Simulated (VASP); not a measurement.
GaBSb2: relaxation of cell and atoms with r2SCAN

Crystal: GaBSb2.

```
CELL_PARAMETERS angstrom
4.02154 0.00000 0.00000
0.00000 4.02154 0.00000
0.00000 0.00000 5.86055
ATOMIC_POSITIONS crystal
B 0.00000 0.00000 0.00000
Sb 0.00000 0.50000 0.21476
Sb 0.50000 0.00000 0.78524
Ga 0.50000 0.50000 0.50000
```

```json
{
  "Program": "VASP 6.6.1",
  "Task": "relaxation of cell and atoms",
  "Functional": "r2SCAN",
  "Potentials or basis": "VASP PAW PBE potentials, release 64 (B, Sb, Ga_d)",
  "Cutoff": "600 eV",
  "k mesh": "6 × 6 × 4",
  "Occupations": "fermi-dirac, width 0.02 eV",
  "Spin": "no spin polarisation",
  "Dipole correction": "no",
  "Further INCAR settings": "ALGO = Normal; EDIFF = 1e-06; IBRION = 2; EDIFFG = -0.005; NSW = 80; ISIF = 3"
}
```

```json
{
 "Relaxed volume": "23.19 Å³/atom",
 "Relaxed cell": "a = 3.997 Å, b = 3.997 Å, c = 5.805 Å, α = 90.00°, β = 90.00°, γ = 90.00°",
 "Space group after relaxing (to 0.05 Å)": "P-4m2 (No. 115)",
 "Energy gained by relaxing": "3.6 meV/atom",
 "Ionic steps": "12",
 "Pressure after relaxing": "0.0 GPa"
}
```

The path:
| step | energy change (eV) | largest force (eV/Å) | pressure (GPa) | volume (Å³) |
| --- | --- | --- | --- | --- |
| 1 | 0.0000 | 0.2381 | -1.54 | 94.78 |
| 2 | -0.0115 | 0.0504 | 0.83 | 91.69 |
| 3 | -0.0134 | 0.1050 | 0.15 | 92.51 |
| 4 | -0.0134 | 0.1078 | 0.10 | 92.56 |
| 5 | -0.0142 | 0.0345 | 0.02 | 92.69 |
| 6 | -0.0143 | 0.0026 | -0.02 | 92.75 |
| 7 | -0.0143 | 0.0002 | 0.00 | 92.75 |
| 8 | -0.0143 | 0.0059 | -0.04 | 92.77 |
| 9 | -0.0143 | 0.0020 | -0.03 | 92.76 |
| 10 | -0.0143 | 0.0034 | 0.05 | 92.71 |
| 11 | -0.0143 | 0.0034 | 0.04 | 92.71 |
| 12 | -0.0143 | 0.0001 | -0.01 | 92.76 |

Final structure:
```xyz
4
Lattice="3.9974 0.0000 0.0000 0.0000 3.9974 0.0000 0.0000 0.0000 5.8050" Properties=species:S:1:pos:R:3 pbc="T T T"
B     3.9974    3.9974    5.8050
Sb    0.0000    1.9987    1.2628
Sb    1.9987    3.9974    4.5422
Ga    1.9987    1.9987    2.9025
```

Levels at points of the mesh, in eV from the Fermi level:
| k point | band 11 | band 12 | band 13 | band 14 | band 15 | band 16 |
| --- | --- | --- | --- | --- | --- | --- |
| (0.00, 0.00, 0.00) | -0.40 | -0.02 | -0.02 | 0.08 | 0.79 | 1.72 |
| (0.50, 0.00, 0.00) | -3.98 | -2.60 | -1.08 | 1.41 | 3.12 | 4.04 |
| (0.50, 0.50, 0.00) | -3.61 | -3.61 | -3.30 | -0.01 | 1.06 | 1.06 |
| (0.00, 0.00, 0.50) | -3.23 | -1.50 | -1.50 | 0.77 | 0.78 | 3.16 |
| (0.50, 0.00, 0.50) | -1.90 | -1.84 | -0.94 | 0.28 | 0.96 | 3.12 |
| (0.50, 0.50, 0.50) | -4.40 | -4.26 | -4.26 | 3.78 | 3.95 | 3.95 |

Run time: 8.2 min on 1 thread of Intel(R) Xeon(R) Platinum 8488C (Sapphire Rapids), on a shared host, peak memory 0.29 GiB.

Caveat: the PAW data sets were made with another functional, which shifts forces and pressure a little; spin-orbit coupling is left out, which moves the levels of the heavy elements.
